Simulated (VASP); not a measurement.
PbS: single point with revPBE+D3(BJ)

The system is PbS.

```
CELL_PARAMETERS angstrom
0.00000 2.95840 2.95840
2.95840 0.00000 2.95840
2.95840 2.95840 0.00000
ATOMIC_POSITIONS crystal
Pb 0.00000 0.00000 0.00000
S 0.50000 0.50000 0.50000
```

| Property | Result |
| --- | --- |
| Program | VASP 6.6.1 |
| Task | single point |
| Functional | revPBE |
| Dispersion | D3(BJ) |
| Potentials or basis | VASP PAW PBE potentials, release 64 (Pb_d, S) |
| Cutoff | 500 eV |
| k mesh | 6 × 6 × 6 |
| Occupations | gaussian, width 0.01 eV |
| Spin | no spin polarisation |
| Dipole correction | no |
| Further INCAR settings | ALGO = Normal; EDIFF = 1e-06; NBANDS = 17 |

```yaml
Pressure: -0.1 GPa
Band_gap_on_the_k_mesh: 0.41 eV
Dispersion_energy_per_atom: -0.652 eV
```

Levels at points of the mesh, in eV from the valence-band top:
```tsv
k point	band 8	band 9	band 10	band 11	band 12	band 13
(0.00, 0.00, 0.00)	-2.23	-2.23	-2.23	5.27	5.27	5.27
(0.50, 0.00, 0.00)	-1.84	-1.84	0.00	0.41	1.97	1.97
(0.50, 0.50, 0.00)	-5.25	-3.50	-3.50	3.89	5.64	5.74
```

Run time: 13 s on 1 thread of Intel(R) Xeon(R) Platinum 8488C (Sapphire Rapids) (shared host), peak memory 0.18 GiB.

Caveat: the PAW data sets were made with another functional, which shifts forces and pressure a little; spin-orbit coupling is left out, which moves the levels of the heavy elements. A k mesh can miss the band edges.
